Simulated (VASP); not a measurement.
# Ti (I4/mmm) in VASP: notebook

Runs on Ti. Level: r2SCAN. Tasks: single point.

Program: VASP 6.6.1. These are calculated values, not measurements. Logs are shortened: lines on timing, memory, paths and dates and some standing lists are left out, and cuts for length are marked.

### Step 1. The cell of the first run

It takes space group I4/mmm (No. 139, tetragonal). The conventional cell has a = 2.558 Å, b = 2.558 Å, c = 5.115 Å, α = 90.00°, β = 90.00°, γ = 90.00°. Within 3.4 Å of Ti (site symmetry 4/mmm) lie 12 Ti at 2.56 to 3.13 Å.

### Step 2. Single point, r2SCAN

Contents of POSCAR:

```
Ti
1.0
    0.0000000000      1.8086154429      2.5573822363
    1.8086154429      0.0000000000      2.5573822363
    1.8086154429      1.8086154429      0.0000000000
Ti
1
Direct
    0.0000000000      0.0000000000      0.0000000000
```

Contents of INCAR.step1:

```
ALGO = Normal ; EDIFF = 1E-4
ENCUT = 520 ; GGA = PE
ISMEAR = 0 ; LASPH = True
LCHARG = False ; LREAL = False
LWAVE = True ; NBANDS = 12
NELM = 100 ; PREC = Accurate
SIGMA = 0.15
```

Contents of INCAR.step2:

```
ALGO = Normal ; EDIFF = 1E-7
ENCUT = 520 ; ISIF = 2
ISMEAR = 0 ; ISTART = 1
LASPH = True ; LCHARG = True
LELF = True ; LMIXTAU = True
LREAL = False ; LVHAR = True
LWAVE = False ; METAGGA = R2SCAN
NBANDS = 12 ; NELM = 100
PREC = Accurate ; SIGMA = 0.15
```

Contents of KPOINTS:

```
k-points
0
Gamma
  22 22 22
```

Potentials or basis: VASP PAW PBE potentials, release 64 (Ti_sv).

On the command line:

```bash
$ cat potpaw_PBE.64/Ti_sv/POTCAR > POTCAR
$ cp INCAR.step1 INCAR
$ mpirun -np 1 vasp_std > vasp.out
$ cp INCAR.step2 INCAR
$ mpirun -np 1 vasp_std > vasp.out
```

OUTCAR:

```text
EDIFF = 1E-7
   ENCUT = 520
   ISIF = 2
   ISMEAR = 0
   ISTART = 1
   LASPH = True
   LREAL = False
   METAGGA = R2SCAN
   NELM = 100
   PREC = Accurate

 ion  position               nearest neighbor table
   1  0.000  0.000  0.000-

  LATTYP: Found a body centered tetragonal cell.
 ALAT       =     2.5577684885
 C/A-ratio  =     1.9996979772

  Lattice vectors:

 A1 = (  -1.8086154429,   0.0000000000,   2.5573822363)
 A2 = (   1.8086154429,   0.0000000000,   2.5573822363)
 A3 = (   0.0000000000,   1.8086154429,  -2.5573822363)

Analysis of symmetry for initial positions (statically):
=====================================================================
 Subroutine PRICEL returns:
 Original cell was already a primitive cell.

 Routine SETGRP: Setting up the symmetry group for a
 body centered tetragonal supercell.

 Subroutine GETGRP returns: Found 16 space group operations
 (whereof 16 operations were pure point group operations)
 out of a pool of 16 trial point group operations.

The static configuration has the point symmetry D_4h.

Analysis of symmetry for dynamics (positions and initial velocities):
=====================================================================
 Subroutine PRICEL returns:
 Original cell was already a primitive cell.

 Routine SETGRP: Setting up the symmetry group for a
 body centered tetragonal supercell.

 Subroutine GETGRP returns: Found 16 space group operations
 (whereof 16 operations were pure point group operations)
 out of a pool of 16 trial point group operations.

The dynamic configuration has the point symmetry D_4h.

 Subroutine INISYM returns: Found 16 space group operations
 (whereof 16 operations are pure point group operations),
 and found     1 'primitive' translations

----------------------------------------------------------------------------------------

                                     Primitive cell

  volume of cell :      16.7309

  direct lattice vectors                    reciprocal lattice vectors
     0.000000000  1.808615443  2.557382236    -0.276454567  0.276454567  0.195512424
     1.808615443  0.000000000  2.557382236     0.276454567 -0.276454567  0.195512424
     1.808615443  1.808615443  0.000000000     0.276454567  0.276454567 -0.195512424

  length of vectors
     3.132298473  3.132298473  2.557768488     0.437126256  0.437126256  0.437126256

  position of ions in fractional coordinates (direct lattice)
     0.000000000  0.000000000  0.000000000

[... 82 lines left out ...]
   ISYM   =      2    0-nonsym 1-usesym 2-fastsym
   POTIM  = 0.5000    time-step for ionic-motion
   TEBEG  =    0.0;   TEEND  =   0.0 temperature during run
   PSTRESS=    0.0 pullay stress
   NELECT =      12.0000    total number of electrons
   NUPDOWN=      -1.0000    fix difference up-down
   EMIN   =  10.00;   EMAX   =-10.00  energy-range for DOS
   EFERMI =   0.00;   METHOD = LEGACY
   ISMEAR =     0;   SIGMA  =   0.15  broadening in eV -4-tet -1-fermi 0-gaus
   EFERMI_NEDOS =   21; number of points for ismear=-14 and -15
   IALGO  =     38    algorithm
   IMIX   =      4    mixing-type and parameters
     AMIX     =   0.40;   BMIX     =  1.00
     AMIX_MAG =   1.60;   BMIX_MAG =  1.00
  volume/ion in A,a.u.               =      16.73       112.91
  Fermi-wavevector in a.u.,A,eV,Ry     =   1.465421  2.769245 29.217967  2.147460
  Thomas-Fermi vector in A             =   2.581280
   LORBIT       =      0    0 simple, 1 ext, 2 COOP (PROOUT), +10 PAW based schemes
   METAGGA = R2SCAN    functional components
   LHFCALC =     F    Hartree Fock is set to
   AEXX    =    0.0000 exact exchange contribution
   IVDW    =     0    specifies the selected vdW correction
   LEPSILON=     F    determine dielectric tensor
   LRPA    =     F    only Hartree local field effects (RPA)
 non-spin polarized calculation
 Gauss-broadening in eV      SIGMA  =   0.15
  energy-cutoff  :      520.00
  volume of cell :       16.73
 maximum number of plane-waves:       482
   NGX = 11   NGY = 11   NGZ =  9

 number of electron      12.0000000 magnetization

 Free energy of the ion-electron system (eV)
  ---------------------------------------------------
  ext. energy  EPLUGINS =         0.00000000
  ---------------------------------------------------
  free energy    TOTEN  =       -12.70779212 eV

  energy without entropy =      -12.68989917  energy(sigma->0) =      -12.69884565

 E-fermi :   8.4734     XC(G=0): -12.5559

 val. band max:        8.4717916943   @ k =  -0.3182   0.2727   0.0909
 cond. band min:       8.4734150652   @ k =  -0.2727   0.2727   0.0455
 fundamental gap:      0.0016233709
 Fermi energy:         8.4733817326

 k-point     1 :       0.0000    0.0000    0.0000
  band No.  band energies     occupation
      1     -50.3672      2.00000
      2     -25.2046      2.00000
      3     -24.9556      2.00000
      4     -24.9556      2.00000
      5       2.1920      2.00000
      6       7.8572      2.00000
      7       9.0564      0.00000
      8      11.2120      0.00000
      9      11.2120      0.00000
     10      12.9909      0.00000
     11      24.0618      0.00000
     12      26.6054      0.00000
[... 331 lines left out ...]
 k-point    24 :      -0.4545    0.0455    0.0000
  band No.  band energies     occupation
      1     -50.1564      2.00000
      2     -26.1186      2.00000
      3     -25.2755      2.00000
      4     -24.8854      2.00000
      5       6.0154      2.00000
      6       8.3372      1.80072
      7       9.4795      0.00000
      8      10.9250      0.00000
      9      12.4798      0.00000
     10      12.7803      0.00000
     11      18.1776      0.00000
     12      21.2288      0.00000

 [... further k-points ...]

------------------------ aborting loop because EDIFF is reached ----------------------------------------

  FORCE on cell =-STRESS in cart. coord.  units (eV):
  Direction    XX          YY          ZZ          XY          YZ          ZX
  --------------------------------------------------------------------------------------
  -------------------------------------------------------------------------------------
  Total        0.8373262      0.8373262     -1.0952256      0.0000000     -0.0000000      0.0000000
  in kB       80.1838979     80.1838979   -104.8808131      0.0000000     -0.0000000      0.0000000
  external PRESSURE =      18.4956609 kB  Pullay stress =       0.0000000 kB

 VOLUME and BASIS-vectors are now :
 -----------------------------------------------------------------------------
  energy-cutoff  :      520.00
  volume of cell :       16.73
      direct lattice vectors                 reciprocal lattice vectors
     0.000000000  1.808615443  2.557382236    -0.276454567  0.276454567  0.195512424
     1.808615443  0.000000000  2.557382236     0.276454567 -0.276454567  0.195512424
     1.808615443  1.808615443  0.000000000     0.276454567  0.276454567 -0.195512424

 POSITION                                       TOTAL-FORCE (eV/Angst)
 -----------------------------------------------------------------------------------
      0.00000      0.00000      0.00000        -0.000000      0.000000      0.000000
 -----------------------------------------------------------------------------------
    total drift:                               -0.000000      0.000000      0.000000

  FREE ENERGIE OF THE ION-ELECTRON SYSTEM (eV)
  ---------------------------------------------------
  free  energy   TOTEN  =       -12.7077921199 eV

  energy  without entropy=      -12.6898991746  energy(sigma->0) =      -12.69884565
```

Run time: 13 min. Hardware: 1 thread of Intel Xeon 8259CL, shared host; peak memory 0.28 GiB.

Results:

```
Free energy            : -12.7078 eV
Pressure               : 1.8 GPa
Band gap on the k mesh : zero (bands 6 and 7 overlap by 1.74 eV)
```

Stress tensor (GPa, compression positive):
```
  8.02   0.00   0.00
  0.00   8.02   0.00
  0.00   0.00 -10.49
```

Caveat: the stress differs along the axes, from -10 to 8 GPa; the PAW data sets were made with another functional, which shifts forces and pressure a little.

### Step 3. Single point, r2SCAN

This run uses another cell than the first one, of the same volume but with other edges.

Contents of POSCAR:

```
Ti
1.0
    0.0000000000      2.1430043997      1.8215537398
    2.1430043997      0.0000000000      1.8215537398
    2.1430043997      2.1430043997      0.0000000000
Ti
1
Direct
    0.0000000000      0.0000000000      0.0000000000
```

Contents of INCAR.step1:

```
ALGO = Normal
EDIFF = 1E-4
ENCUT = 520
GGA = PE
ISMEAR = 0
LASPH = True
LCHARG = False
LREAL = False
LWAVE = True
NBANDS = 12
NELM = 60
PREC = Accurate
SIGMA = 0.15
```

Contents of INCAR.step2:

```
ALGO = Normal
EDIFF = 1E-7
ENCUT = 520
ISIF = 2
ISMEAR = 0
ISTART = 1
LASPH = True
LCHARG = False
LMIXTAU = True
LREAL = False
LWAVE = False
METAGGA = R2SCAN
NBANDS = 12
NELM = 60
PREC = Accurate
SIGMA = 0.15
```

KPOINTS is that of step 2.

Potentials or basis: VASP PAW PBE potentials, release 64 (Ti_sv).

On the command line:

```bash
$ cat potpaw_PBE.64/Ti_sv/POTCAR > POTCAR
$ cp INCAR.step1 INCAR
$ mpirun -np 1 vasp_std > vasp.out
$ cp INCAR.step2 INCAR
$ mpirun -np 1 vasp_std > vasp.out
```

OUTCAR:

```text
EDIFF = 1E-7
   ENCUT = 520
   ISIF = 2
   ISMEAR = 0
   ISTART = 1
   LASPH = True
   LREAL = False
   METAGGA = R2SCAN
   NELM = 60
   PREC = Accurate

 ion  position               nearest neighbor table
   1  0.000  0.000  0.000-

  LATTYP: Found a body centered tetragonal cell.
 ALAT       =     3.0306658863
 C/A-ratio  =     1.2020815281

  Lattice vectors:

 A1 = (   0.0000000000,  -2.1430043997,  -1.8215537398)
 A2 = (   0.0000000000,   2.1430043997,  -1.8215537398)
 A3 = (   2.1430043997,   0.0000000000,   1.8215537398)

Analysis of symmetry for initial positions (statically):
=====================================================================
 Subroutine PRICEL returns:
 Original cell was already a primitive cell.

 Routine SETGRP: Setting up the symmetry group for a
 body centered tetragonal supercell.

 Subroutine GETGRP returns: Found 16 space group operations
 (whereof 16 operations were pure point group operations)
 out of a pool of 16 trial point group operations.

The static configuration has the point symmetry D_4h.

Analysis of symmetry for dynamics (positions and initial velocities):
=====================================================================
 Subroutine PRICEL returns:
 Original cell was already a primitive cell.

 Routine SETGRP: Setting up the symmetry group for a
 body centered tetragonal supercell.

 Subroutine GETGRP returns: Found 16 space group operations
 (whereof 16 operations were pure point group operations)
 out of a pool of 16 trial point group operations.

The dynamic configuration has the point symmetry D_4h.

 Subroutine INISYM returns: Found 16 space group operations
 (whereof 16 operations are pure point group operations),
 and found     1 'primitive' translations

----------------------------------------------------------------------------------------

                                     Primitive cell

  volume of cell :      16.7309

[... 112 lines left out ...]
   LHFCALC =     F    Hartree Fock is set to
   AEXX    =    0.0000 exact exchange contribution
   IVDW    =     0    specifies the selected vdW correction
   LEPSILON=     F    determine dielectric tensor
   LRPA    =     F    only Hartree local field effects (RPA)
 non-spin polarized calculation
 Gauss-broadening in eV      SIGMA  =   0.15
  energy-cutoff  :      520.00
  volume of cell :       16.73
 maximum number of plane-waves:       467
 NGX is ok and might be reduce to    24

 number of electron      12.0000002 magnetization

 Free energy of the ion-electron system (eV)
  ---------------------------------------------------
  ext. energy  EPLUGINS =         0.00000000
  ---------------------------------------------------
  free energy    TOTEN  =       -12.85179829 eV

  energy without entropy =      -12.83024645  energy(sigma->0) =      -12.84102237

 E-fermi :   8.5951     XC(G=0): -12.5990

 val. band max:        8.5945147603   @ k =  -0.2273   0.2727   0.0455
 cond. band min:       8.5961982430   @ k =   0.5000   0.1364   0.3636
 fundamental gap:      0.0016834827
 Fermi energy:         8.5951253839

 k-point     1 :       0.0000    0.0000    0.0000
  band No.  band energies     occupation
      1     -50.3425      2.00000
      2     -25.1007      2.00000
      3     -25.1006      2.00000
      4     -25.0950      2.00000
      5       2.0988      2.00000
      6       9.4329      0.00000
      7       9.4329      0.00000
      8      10.5552      0.00000
      9      10.7172      0.00000
     10      11.9713      0.00000
     11      25.1089      0.00000
     12      28.2654      0.00000
[... 331 lines left out ...]
 k-point    24 :      -0.4545    0.0455    0.0000
  band No.  band energies     occupation
      1     -50.1899      2.00000
      2     -25.8744      2.00000
      3     -25.2782      2.00000
      4     -25.1351      2.00000
      5       5.8720      2.00000
      6       8.9091      0.00308
      7       9.0533      0.00002
      8      10.4668      0.00000
      9      12.3881      0.00000
     10      12.8733      0.00000
     11      17.8954      0.00000
     12      23.6027      0.00000

 [... further k-points ...]

------------------------ aborting loop because EDIFF is reached ----------------------------------------

  FORCE on cell =-STRESS in cart. coord.  units (eV):
  Direction    XX          YY          ZZ          XY          YZ          ZX
  --------------------------------------------------------------------------------------
  -------------------------------------------------------------------------------------
  Total        0.3401025      0.3401025      0.7391008      0.0000000     -0.0000000     -0.0000000
  in kB       32.5688368     32.5688368     70.7776504      0.0000000     -0.0000000     -0.0000000
  external PRESSURE =      45.3051080 kB  Pullay stress =       0.0000000 kB

 VOLUME and BASIS-vectors are now :
 -----------------------------------------------------------------------------
  energy-cutoff  :      520.00
  volume of cell :       16.73
      direct lattice vectors                 reciprocal lattice vectors
     0.000000000  2.143004400  1.821553740    -0.233317300  0.233317300  0.274490941
     2.143004400  0.000000000  1.821553740     0.233317300 -0.233317300  0.274490941
     2.143004400  2.143004400  0.000000000     0.233317300  0.233317300 -0.274490941

 POSITION                                       TOTAL-FORCE (eV/Angst)
 -----------------------------------------------------------------------------------
      0.00000      0.00000      0.00000         0.000000      0.000000      0.000000
 -----------------------------------------------------------------------------------
    total drift:                               -0.000000      0.000000     -0.000000

  FREE ENERGIE OF THE ION-ELECTRON SYSTEM (eV)
  ---------------------------------------------------
  free  energy   TOTEN  =       -12.8517982858 eV

  energy  without entropy=      -12.8302464525  energy(sigma->0) =      -12.84102237
```

OUTCAR.step1:

```text
EDIFF = 1E-4
   ENCUT = 520
   GGA = PE
   ISMEAR = 0
   LASPH = True
   LREAL = False
[... 576 lines left out ...]

 POSITION                                       TOTAL-FORCE (eV/Angst)
 -----------------------------------------------------------------------------------
      0.00000      0.00000      0.00000         0.000000      0.000000     -0.000000
 -----------------------------------------------------------------------------------
    total drift:                               -0.000000      0.000000      0.000000

  FREE ENERGIE OF THE ION-ELECTRON SYSTEM (eV)
  ---------------------------------------------------
  free  energy   TOTEN  =        -7.7545756029 eV

  energy  without entropy=       -7.7302919739  energy(sigma->0) =       -7.74243379
```

OSZICAR.step1:

```text
N       E                     dE             d eps       ncg     rms          rms(c)
DAV:   1     0.867921531713E+02    0.86792E+02   -0.65802E+03 20060   0.121E+03
DAV:   2    -0.442042399560E+01   -0.91213E+02   -0.88787E+02 20328   0.297E+02
DAV:   3    -0.863623675989E+01   -0.42158E+01   -0.41692E+01 27904   0.651E+01
DAV:   4    -0.872594246163E+01   -0.89706E-01   -0.89619E-01 22392   0.843E+00
DAV:   5    -0.872817515093E+01   -0.22327E-02   -0.22326E-02 23732   0.117E+00    0.860E+00
DAV:   6    -0.775164800988E+01    0.97653E+00   -0.21235E+00 21756   0.214E+01    0.228E+00
DAV:   7    -0.774316535408E+01    0.84827E-02   -0.91136E-02 24240   0.346E+00    0.131E+00
DAV:   8    -0.775411313216E+01   -0.10948E-01   -0.38457E-02 20664   0.238E+00    0.141E-01
DAV:   9    -0.775452315490E+01   -0.41002E-03   -0.39268E-03 25088   0.659E-01    0.902E-02
DAV:  10    -0.775457560294E+01   -0.52448E-04   -0.23077E-04 20824   0.178E-01
   1 F= -.77545756E+01 E0= -.77424338E+01  d E =-.242836E-01
```

Run time: 13 min. Hardware: 1 thread of Intel Xeon 8259CL, shared host; peak memory 0.28 GiB.

Results:

* Free energy: -12.8518 eV
* Pressure: 4.5 GPa
* Band gap on the k mesh: zero (bands 6 and 7 overlap by 1.69 eV)

Caveat: the cell stands under pressure; the PAW data sets were made with another functional, which shifts forces and pressure a little.

[end of part 1 of 2]
